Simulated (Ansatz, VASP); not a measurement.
Pd: VASP beside Ansatz

```
Pd
1.0
     2.74604    0.00000    0.00000
    -1.37302    2.37814    0.00000
     0.00000    0.00000    4.56633
Pd
2
Cartesian
  0.0000 1.5854 1.1416
  1.3730 0.7927 3.4247
```

Change from the starting cell: volume scaled by 0.96.

Alike in both runs: task single point; functional LDA; k mesh 11 × 11 × 6; occupations fermi-dirac, width 0.05 eV; no spin polarisation.

```csv
,VASP,Ansatz
version,VASP 6.6.1,Ansatz 0.2.0
potentials or method,"VASP PAW LDA potentials, release 64 (Pd), cutoff 520 eV","all-electron LAPW, scalar-relativistic"
```

|  | VASP | Ansatz | Ansatz less VASP |
| --- | --- | --- | --- |
| gap on the k mesh at the Fermi level (eV) | none | none | - |
| pressure (GPa) | -9.2 | -9.5 | -0.27 |
| traceless stress, the component that is largest in VASP (GPa) | 0.36 | 0.47 | +0.109 |

LDA's correlation is that of Perdew and Zunger in VASP and of Perdew and Wang (1992) in Ansatz. A gap of «none» marks a metal or a gap that the smearing closes. Ansatz ran all-electron here, and VASP with PAW potentials.
